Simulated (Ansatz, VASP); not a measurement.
SnSe: VASP beside Ansatz

```
Sn Se
1.0
     0.00000    2.98374    2.98374
     2.98374    0.00000    2.98374
     2.98374    2.98374    0.00000
Sn Se
1 1
Direct
  0.00000 0.00000 0.00000
  0.50000 0.50000 0.50000
```

Alike in both runs: task single point; functional PBEsol; dispersion D3(BJ); k mesh 8 × 8 × 8; occupations gaussian, width 0.05 eV; no spin polarisation.

|  | VASP | Ansatz |
| --- | --- | --- |
| version | VASP 6.6.1 | Ansatz 0.2.0 |
| potentials or method | VASP PAW PBE potentials, release 64 (Sn_d, Se), cutoff 500 eV | scalar-relativistic, plane waves, PAW |
| valence electrons in the cell | 20 | 30 |

```csv
,VASP,Ansatz,Ansatz less VASP
gap on the k mesh at the Fermi level (eV),0.73,0.73,-0.001
least direct gap on the mesh (eV),0.77,0.77,-0.002
pressure (GPa),-2.7,-2.7,-0.02
```

VASP's potentials were made for PBE, not for PBEsol. VASP's potentials hold 20 valence electrons a cell and Ansatz's 30, so a difference there can come from the potentials and not from the codes.
